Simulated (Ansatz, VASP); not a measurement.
**In: VASP beside Ansatz**

The input POSCAR:

```
In
1.0
   -1.6719809607      1.6719809607      2.3401811111
    1.6719809607     -1.6719809607      2.3401811111
    1.6719809607      1.6719809607     -2.3401811111
In
1
Direct
    0.0000000000      0.0000000000      0.0000000000
```

Contents of INCAR.step1:

```
SYSTEM = In
PREC = Accurate
ENCUT = 520
ISMEAR = 0
SIGMA = 0.15
LREAL = .False.
LASPH = .True.
NELM = 80
NBANDS = 12
GGA = PE
ALGO = Normal
EDIFF = 1E-4
LWAVE = .True.
LCHARG = .False.
```

Contents of INCAR.step2:

```
SYSTEM = In
PREC = Accurate
ENCUT = 520
EDIFF = 1E-6
ISMEAR = 0
SIGMA = 0.15
LREAL = .False.
LASPH = .True.
NELM = 80
ALGO = Normal
ISIF = 2
LWAVE = .False.
LCHARG = .False.
METAGGA = R2SCAN
LMIXTAU = .True.
NBANDS = 12
ISTART = 1
```

File KPOINTS:

```
regular mesh
0
Gamma
  22 22 22
  0 0 0
```

Input for Ansatz:

```yaml
crystal:
  lattice:
    - [-1.6719809607, 1.6719809607, 2.3401811111]
    - [1.6719809607, -1.6719809607, 2.3401811111]
    - [1.6719809607, 1.6719809607, -2.3401811111]
  atoms:
    - { symbol: In, position: [0.0, 0.0, 0.0] }
basis:
  ecutwfc: 500
kpoints:
  mp_grid: { grid: [22, 22, 22] }
hamiltonian:
  xc: r2scan
scf:
  occupations: { method: gaussian, width: 0.15 }
output:
  forces: true
  stress: true
  eigenvalues: true
```

Alike in both runs: task single point; functional r2SCAN; k mesh 22 × 22 × 22; occupations gaussian, width 0.15 eV; no spin polarisation.

|  | VASP | Ansatz |
| --- | --- | --- |
| version | VASP 6.6.1 | Ansatz 0.2.0 |
| potentials or method | VASP PAW PBE potentials, release 64 (In_d), cutoff 520 eV | scalar-relativistic, plane waves, PAW |
| valence electrons in the cell | 13 | 13 |

|  | VASP | Ansatz | Ansatz less VASP |
| --- | --- | --- | --- |
| gap on the k mesh at the Fermi level (eV) | none | none | - |
| pressure (GPa) | 0.2 | 0.2 | -0.03 |
| traceless stress, the component that is largest in VASP (GPa) | -0.18 | -0.18 | +0.001 |

VASP's potentials were made for PBE, not for r2SCAN. A gap of «none» marks a metal or a gap that the smearing closes. With one functional, cell and mesh, what is left measures potentials, basis and numerics.
